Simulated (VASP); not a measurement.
**Si8S15 (a cell with a defect): single point with PBE+D3(BJ)**

Si8S15 (a cell with a defect):

```xyz
23
Lattice="5.4114 0.0000 5.5268 5.4114 0.0000 -5.5268 0.0000 9.5632 0.0000" Properties=species:S:1:pos:R:3 pbc="T T T"
Si    5.4236   -0.0110   -1.3816
Si    2.6666    4.7462    1.0222
Si    5.3864   -0.0058    4.1435
Si    8.1780    4.8401    1.4973
Si    5.4236   -0.0110   -4.1451
Si    2.7667    4.8401   -1.4973
Si    5.3864   -0.0058    1.3833
Si    8.0779    4.7462   -1.0222
S     4.2467    8.3938   -0.0114
S     6.9518    3.6568    2.7634
S     9.6581    8.3938    0.0114
S     1.1542    1.1534   -0.0093
S     3.9799    6.0100   -2.7634
S     6.5656    1.1534    0.0093
S     1.8559    3.9891    2.7634
S     6.5945    8.3991   -2.7634
S     3.9737    3.6422   -0.1040
S     6.5402    8.3895    2.7634
S     9.3850    3.6422    0.1040
S     1.5293    6.0091   -0.1187
S     4.2640    1.1518   -2.7634
S     6.9407    6.0091    0.1187
S     4.2211    1.1481    2.7634
```

```yaml
Program: VASP 6.6.1
Task: single point
Functional: PBE
Dispersion: D3(BJ)
Potentials_or_basis: VASP PAW PBE potentials, release 64 (Si, S)
Cutoff: 400 eV
k_mesh: 4 × 4 × 2
Occupations: gaussian, width 0.05 eV
Spin: no spin polarisation
Dipole_correction: no
Charge: 2
Further_INCAR_settings: ALGO = Normal; EDIFF = 1e-06; NBANDS = 78; NELECT = 120.0
```

| Quantity | Value |
| --- | --- |
| Largest force | 0.803 eV/Å |
| Dispersion energy per atom | -0.235 eV |

Forces on the atoms (eV/Å):
```
Si   0.016  0.013 -0.005
Si  -0.038 -0.038  0.157
Si   0.014  0.012 -0.018
Si   0.065  0.063 -0.067
Si   0.016  0.013  0.005
Si   0.065  0.063  0.067
Si   0.014  0.012  0.018
Si  -0.038 -0.038 -0.157
S    0.046  0.056 -0.004
S    0.118  0.116  0.000
S    0.046  0.056  0.004
S   -0.011 -0.029 -0.005
S    0.016  0.009  0.000
S   -0.011 -0.029  0.005
S   -0.586 -0.549  0.000
S   -0.012  0.054  0.000
S   -0.018  0.118  0.110
S   -0.014  0.018  0.000
S   -0.018  0.118 -0.110
S    0.125 -0.011  0.102
S    0.048 -0.004  0.000
S    0.125 -0.011 -0.102
S    0.033 -0.014  0.000
```

Levels at points of the mesh, in eV from the Fermi level:
```csv
k point,band 57,band 58,band 59,band 60,band 61,band 62,band 63,band 64
"(0.00, 0.00, 0.00)",-1.15,-0.87,-0.86,-0.63,0.40,0.49,1.34,1.80
"(0.50, 0.00, 0.00)",-1.18,-1.16,-0.70,-0.68,0.31,0.65,1.49,2.33
"(0.50, 0.50, 0.00)",-1.36,-0.93,-0.88,-0.23,0.34,0.68,1.58,2.39
"(0.00, 0.00, 0.50)",-1.12,-0.98,-0.98,-0.64,0.40,0.59,1.43,2.02
"(0.50, 0.00, 0.50)",-1.14,-1.07,-0.69,-0.65,0.32,0.64,1.45,2.26
"(0.50, 0.50, 0.50)",-1.47,-0.94,-0.90,-0.27,0.33,0.68,1.59,2.41
```

Run time: 8.4 min on 1 thread of Oxide Virtual Turin-like Processor, with other jobs on the host, peak memory 0.55 GiB.

Caveat: the cell carries a net charge on a neutralising background, which shifts energy and pressure; the cell is charged against a uniform background, so pressure and absolute levels hang on convention.
